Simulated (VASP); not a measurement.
# Ag in VASP: a series of runs

Ag is run at these levels: PBE; tasks: single point.

All numbers are computed with VASP 6.6.1; they aren't measurements. Logs are shortened: lines on timing, memory, paths and dates and some standing lists are left out, and cuts for length are marked.

### 1 The cell of the first run

It takes space group P2_1/m (No. 11, monoclinic). The conventional cell has a = 2.912 Å, b = 4.776 Å, c = 2.927 Å, α = 90.00°, β = 117.65°, γ = 90.00°. Ag (site symmetry m) has 12 Ag at 2.91 to 3.02 Å within 3.8 Å.

### 2 Single point, PBE (uniaxial strain along a: +3.0 %, then relaxed in part)

Contents of INCAR:

```
PREC = Accurate
ENCUT = 520
EDIFF = 1E-6
ISMEAR = 0
SIGMA = 0.1
LREAL = F
LASPH = T
NELM = 60
ALGO = Fast
ISIF = 2
LWAVE = F
LCHARG = F
GGA = PE
NBANDS = 18
```

Contents of KPOINTS:

```
Automatic mesh
0
Gamma
  24 24 12
```

Contents of POSCAR:

```
Ag
1.0
    3.0226182063      0.0088405521      0.0000000000
   -1.5039317036      2.4934775176      0.0000000000
    0.0000000000      0.0000000000      4.7760193047
Ag
2
Direct
    0.3260475727      0.6542873619      0.2500000000
    0.6739524273      0.3457126381      0.7500000000
```

Potentials or basis: VASP PAW PBE potentials, release 64 (Ag).

On the command line:

```sh
> cat potpaw_PBE.64/Ag/POTCAR > POTCAR
> mpirun -np 1 vasp_std > vasp.out
```

OUTCAR:

```text
PREC = Accurate
   ENCUT = 520
   EDIFF = 1E-6
   ISMEAR = 0
   LREAL = F
   LASPH = T
   NELM = 60
   ISIF = 2
   GGA = PE

 ion  position               nearest neighbor table
   1  0.326  0.654  0.250-   2 2.93   2 2.93   2 2.93   2 2.93   2 2.95   2 2.95
   2  0.674  0.346  0.750-   1 2.93   1 2.93   1 2.93   1 2.93   1 2.95   1 2.95

  Warning from LATTYP: Monoclinic adjustment (A1->A3, A2->A1, A3->A2)!
  Warning from LATTYP: Got some problem with cell dimensions!
  Tried to take original basis but could not verify dimensions!
  LATTYP: Found a simple monoclinic cell.
 ALAT       =     2.9119135804
 B/A-ratio  =     1.6401651947
 C/A-ratio  =     1.0052205512
 COS(beta)  =    -0.4640663831

  Lattice vectors:

 A1 = (  -1.5039317036,   2.4934775176,   0.0000000000)
 A2 = (   0.0000000000,   0.0000000000,  -4.7760193047)
 A3 = (  -1.5186865027,  -2.5023180697,   0.0000000000)

Analysis of symmetry for initial positions (statically):
=====================================================================
 Subroutine PRICEL returns:
 Original cell was already a primitive cell.

 Routine SETGRP: Setting up the symmetry group for a
 simple monoclinic supercell.

 Subroutine GETGRP returns: Found  4 space group operations
 (whereof  2 operations were pure point group operations)
 out of a pool of  4 trial point group operations.

The static configuration has the point symmetry S_2 .
 The point group associated with its full space group is C_2h.

Analysis of symmetry for dynamics (positions and initial velocities):
=====================================================================
 Subroutine PRICEL returns:
 Original cell was already a primitive cell.

 Routine SETGRP: Setting up the symmetry group for a
 simple monoclinic supercell.

 Subroutine GETGRP returns: Found  4 space group operations
 (whereof  2 operations were pure point group operations)
 out of a pool of  4 trial point group operations.

The dynamic configuration has the point symmetry S_2 .
 The point group associated with its full space group is C_2h.

 Subroutine INISYM returns: Found  4 space group operations
 (whereof  2 operations are pure point group operations),
 and found     1 'primitive' translations

----------------------------------------------------------------------------------------

                                     Primitive cell

  volume of cell :      36.0595

  direct lattice vectors                    reciprocal lattice vectors
     3.022618206  0.008840552  0.000000000     0.330256406  0.199192924  0.000000000
    -1.503931704  2.493477518  0.000000000    -0.001170914  0.400340094  0.000000000
     0.000000000  0.000000000  4.776019305     0.000000000  0.000000000  0.209379388

  length of vectors
     3.022631135  2.911913580  4.776019305     0.385677475  0.400341807  0.209379388

  position of ions in fractional coordinates (direct lattice)
     0.326047573  0.654287362  0.250000000
     0.673952427  0.345712638  0.750000000

  ion indices of the primitive-cell ions
   primitive index   ion index
                 1           1
                 2           2

----------------------------------------------------------------------------------------

 KPOINTS: Automatic mesh

Automatic generation of k-mesh.
 Grid dimensions read from file:
 generate k-points for:   24   24   12

 Generating k-lattice:

  Cartesian coordinates                     Fractional coordinates (reciprocal lattice)
     0.013760684  0.008299705  0.000000000     0.041666667  0.000000000  0.000000000
    -0.000048788  0.016680837  0.000000000    -0.000000000  0.041666667  0.000000000
     0.000000000  0.000000000  0.017448282     0.000000000  0.000000000  0.083333333

  Length of vectors
     0.016069895  0.016680909  0.017448282

  Shift w.r.t. Gamma in fractional coordinates (k-lattice)
     0.000000000  0.000000000  0.000000000

 Subroutine IBZKPT returns following result:
 ===========================================

 Found   2030 irreducible k-points:

 Following reciprocal coordinates:
            Coordinates               Weight
  0.000000  0.000000  0.000000      1.000000
  0.041667  0.000000  0.000000      2.000000
  0.083333  0.000000  0.000000      2.000000
  0.125000  0.000000  0.000000      2.000000
  0.166667  0.000000  0.000000      2.000000
  0.208333 -0.000000  0.000000      2.000000
[... 16 lines left out ...]
  0.375000  0.041667  0.000000      2.000000
  0.416667  0.041667  0.000000      2.000000
 [... further k-points ...]
   k-points           NKPTS =   2030   k-points in BZ     NKDIM =   2030   number of bands    NBANDS=     18
   number of dos      NEDOS =    301   number of ions     NIONS =      2
   total plane-waves  NPLWV =  20736
   dimension x,y,z NGX =    24 NGY =   24 NGZ =   36
   dimension x,y,z NGXF=    48 NGYF=   48 NGZF=   72
   ions per type =               2
   NGX,Y,Z   is equivalent  to a cutoff of  13.20, 13.70, 12.53 a.u.
   NGXF,Y,Z  is equivalent  to a cutoff of  26.40, 27.40, 25.06 a.u.
 SYSTEM =  unknown system
   PREC   = accura    normal or accurate (medium, high low for compatibility)
   ISTART =      0    job   : 0-new  1-cont  2-samecut
   ICHARG =      2    charge: 1-file 2-atom 10-const
   ISPIN  =      1    spin polarized calculation?
   LNONCOLLINEAR =      F non collinear calculations
   LSORBIT =      F    spin-orbit coupling
   LASPH  =      T    aspherical Exc in radial PAW
   ENCUT  =  520.0 eV  38.22 Ry    6.18 a.u.   5.62  5.41  8.88*2*pi/ulx,y,z
   NELM   =     60;   NELMIN=  2; NELMDL= -5     # of ELM steps
   EDIFF  = 0.1E-05   stopping-criterion for ELM
   LREAL  =      F    real-space projection
   EDIFFG = 0.1E-04   stopping-criterion for IOM
   NSW    =      0    number of steps for IOM
   IBRION =     -1    ionic relax: 0-MD 1-quasi-New 2-CG
   NFREE  =      0    steps in history (QN), initial steepest desc. (CG)
   ISIF   =      2    stress and relaxation
   ISYM   =      2    0-nonsym 1-usesym 2-fastsym
   POTIM  = 0.5000    time-step for ionic-motion
   TEBEG  =    0.0;   TEEND  =   0.0 temperature during run
   PSTRESS=    0.0 pullay stress
   NELECT =      22.0000    total number of electrons
   NUPDOWN=      -1.0000    fix difference up-down
   EMIN   =  10.00;   EMAX   =-10.00  energy-range for DOS
   EFERMI =   0.00;   METHOD = LEGACY
   ISMEAR =     0;   SIGMA  =   0.10  broadening in eV -4-tet -1-fermi 0-gaus
   EFERMI_NEDOS =   21; number of points for ismear=-14 and -15
   IALGO  =     68    algorithm
   IMIX   =      4    mixing-type and parameters
     AMIX     =   0.40;   BMIX     =  1.00
     AMIX_MAG =   1.60;   BMIX_MAG =  1.00
  volume/ion in A,a.u.               =      18.03       121.67
  Fermi-wavevector in a.u.,A,eV,Ry     =   1.388489  2.623863 26.230678  1.927900
  Thomas-Fermi vector in A             =   2.512610
   LORBIT       =      0    0 simple, 1 ext, 2 COOP (PROOUT), +10 PAW based schemes
   GGA     = PE    functional components
   LHFCALC =     F    Hartree Fock is set to
   AEXX    =    0.0000 exact exchange contribution
   IVDW    =     0    specifies the selected vdW correction
   LEPSILON=     F    determine dielectric tensor
   LRPA    =     F    only Hartree local field effects (RPA)
 non-spin polarized calculation
 RMM-DIIS sequential band-by-band and
 Gauss-broadening in eV      SIGMA  =   0.10
  energy-cutoff  :      520.00
  volume of cell :       36.06
 maximum number of plane-waves:       997
   NGX = 11   NGY = 11   NGZ = 17

 number of electron      22.0000001 magnetization

 Free energy of the ion-electron system (eV)
  ---------------------------------------------------
  ext. energy  EPLUGINS =         0.00000000
  ---------------------------------------------------
  free energy    TOTEN  =        -5.42261639 eV

  energy without entropy =       -5.42018323  energy(sigma->0) =       -5.42139981

 E-fermi :   7.7199     XC(G=0): -11.8778

 val. band max:        7.7192088814   @ k =   0.3333   0.1667   0.3333
 cond. band min:       7.7199676598   @ k =   0.3750   0.1250   0.3333
 fundamental gap:      0.0007587784
 Fermi energy:         7.7198734809

 k-point     1 :       0.0000    0.0000    0.0000
  band No.  band energies     occupation
      1       0.3116      2.00000
      2       1.6223      2.00000
      3       2.9434      2.00000
      4       3.0783      2.00000
      5       3.2240      2.00000
      6       3.3555      2.00000
[... 10 lines left out ...]
     17      25.2447      0.00000
     18      26.0624      0.00000

 k-point     2 :       0.0417    0.0000    0.0000
  band No.  band energies     occupation
      1       0.3561      2.00000
      2       1.6472      2.00000
      3       2.9161      2.00000
      4       3.1062      2.00000
      5       3.2279      2.00000
      6       3.3713      2.00000
[... 10 lines left out ...]
     17      25.3286      0.00000
     18      25.7745      0.00000

 k-point     3 :       0.0833    0.0000    0.0000
  band No.  band energies     occupation
      1       0.4878      2.00000
      2       1.7178      2.00000
      3       2.8593      2.00000
      4       3.1479      2.00000
      5       3.2571      2.00000
      6       3.4192      2.00000
[... 10 lines left out ...]
     17      25.3453      0.00000
     18      25.9690      0.00000

 k-point     4 :       0.1250    0.0000    0.0000
  band No.  band energies     occupation
      1       0.7001      2.00000
      2       1.8211      2.00000
      3       2.7963      2.00000
      4       3.1504      2.00000
      5       3.3493      2.00000
      6       3.3858      2.00000
[... 375 lines left out ...]
      4       3.1844      2.00000
      5       3.3080      2.00000
      6       3.4057      2.00000
[... 10 lines left out ...]
     17      19.8662      0.00000
     18      24.1721      0.00000

 k-point    23 :       0.3750    0.0417    0.0000
  band No.  band energies     occupation
      1       1.7754      2.00000
      2       2.0602      2.00000
      3       2.1823      2.00000
      4       3.1423      2.00000
      5       3.3969      2.00000
      6       3.4039      2.00000
[... 10 lines left out ...]
     17      18.9310      0.00000
     18      23.8646      0.00000

 k-point    24 :       0.4167    0.0417    0.0000
  band No.  band energies     occupation
      1       1.7273      2.00000
      2       2.0538      2.00000
      3       2.0979      2.00000
      4       3.1170      2.00000
      5       3.3633      2.00000
      6       3.4588      2.00000
[... 10 lines left out ...]
     17      18.3856      0.00000
     18      23.6510      0.00000

 [... further k-points ...]

------------------------ aborting loop because EDIFF is reached ----------------------------------------

  FORCE on cell =-STRESS in cart. coord.  units (eV):
  Direction    XX          YY          ZZ          XY          YZ          ZX
  --------------------------------------------------------------------------------------
  -------------------------------------------------------------------------------------
  Total       -0.4190797     -0.0330834     -0.0077936     -0.0454445      0.0000000      0.0000000
  in kB      -18.6203110     -1.4699411     -0.3462821     -2.0191643      0.0000000      0.0000000
  external PRESSURE =      -6.8121781 kB  Pullay stress =       0.0000000 kB

 VOLUME and BASIS-vectors are now :
 -----------------------------------------------------------------------------
  energy-cutoff  :      520.00
  volume of cell :       36.06
      direct lattice vectors                 reciprocal lattice vectors
     3.022618206  0.008840552  0.000000000     0.330256406  0.199192924  0.000000000
    -1.503931704  2.493477518  0.000000000    -0.001170914  0.400340094  0.000000000
     0.000000000  0.000000000  4.776019305     0.000000000  0.000000000  0.209379388

 POSITION                                       TOTAL-FORCE (eV/Angst)
 -----------------------------------------------------------------------------------
      0.00151      1.63433      1.19400         0.000006     -0.000269      0.000000
      1.51717      0.86798      3.58201        -0.000006      0.000269     -0.000000
 -----------------------------------------------------------------------------------
    total drift:                               -0.000000     -0.000000      0.000000

  FREE ENERGIE OF THE ION-ELECTRON SYSTEM (eV)
  ---------------------------------------------------
  free  energy   TOTEN  =        -5.4226163919 eV

  energy  without entropy=       -5.4201832273  energy(sigma->0) =       -5.42139981
```

It took 7.4 min on 1 thread of Intel Xeon 6975P-C (Granite Rapids), shared host; peak memory 1.1 GiB.

What came out:

```yaml
Free_energy: -5.4226 eV
Pressure: -0.7 GPa
Band_gap_on_the_k_mesh: zero (bands 11 and 12 overlap by 7.17 eV)
```

Caveat: the cell differs from its parent crystal (uniaxial strain along a: +3.0 %, then relaxed in part).

### 3 Single point, PBE (uniaxial strain along a: -1.0 %, then relaxed in part)

Contents of INCAR:

```
SYSTEM = Ag
PREC = Accurate
ENCUT = 520
EDIFF = 1E-6
ISMEAR = 0
SIGMA = 0.1
LREAL = .FALSE.
LASPH = .TRUE.
NELM = 60
ALGO = Fast
ISIF = 2
LWAVE = .FALSE.
LCHARG = .FALSE.
GGA = PE
NBANDS = 18
```

Contents of KPOINTS:

```
regular mesh
0
G
  24 24 12
  0 0 0
```

Contents of POSCAR:

```
Ag
1.0
    2.9052474003      0.0000750018      0.0000000000
   -1.4525579266      2.5475177474      0.0000000000
    0.0000000000      0.0000000000      4.8171980460
Ag
2
Direct
    0.3347769393      0.6695724657      0.2500000000
    0.6652230607      0.3304275343      0.7500000000
```

Potentials or basis: VASP PAW PBE potentials, release 64 (Ag).

On the command line:

```sh
> cat potpaw_PBE.64/Ag/POTCAR > POTCAR
> mpirun -np 1 vasp_std > vasp.out
```

It took 4.9 min on 1 thread of Intel Xeon 6975P-C (Granite Rapids), shared host; peak memory 1.1 GiB.

The run converged. Its results:

* Free energy: -5.4294 eV
* Pressure: 0.2 GPa
* Band gap on the k mesh: zero (bands 11 and 12 overlap by 7.38 eV)

Stress tensor (GPa, compression positive):
```
 0.71  0.00  0.00
 0.00 -0.03  0.00
 0.00  0.00 -0.04
```

Levels at points of the mesh, in eV from the Fermi level:
```tsv
k point	band 9	band 10	band 11	band 12	band 13	band 14
(0.00, 0.00, 0.00)	-4.03	-3.15	-3.14	-0.40	3.18	15.51
(0.50, 0.00, 0.00)	-2.99	-2.88	0.11	1.48	6.60	6.88
(0.00, 0.50, 0.00)	-2.98	-2.89	0.05	1.32	6.54	6.84
(0.50, 0.50, 0.00)	-2.99	-2.88	0.11	1.48	6.60	6.88
(0.00, 0.00, 0.50)	-3.45	-3.45	-3.42	-3.42	10.57	10.57
(0.50, 0.00, 0.50)	-2.92	-2.92	0.81	0.81	4.34	4.34
(0.00, 0.50, 0.50)	-2.94	-2.94	0.68	0.68	4.22	4.22
(0.50, 0.50, 0.50)	-2.92	-2.92	0.81	0.81	4.34	4.34
```

Caveat: the cell differs from its parent crystal (uniaxial strain along a: -1.0 %, then relaxed in part).
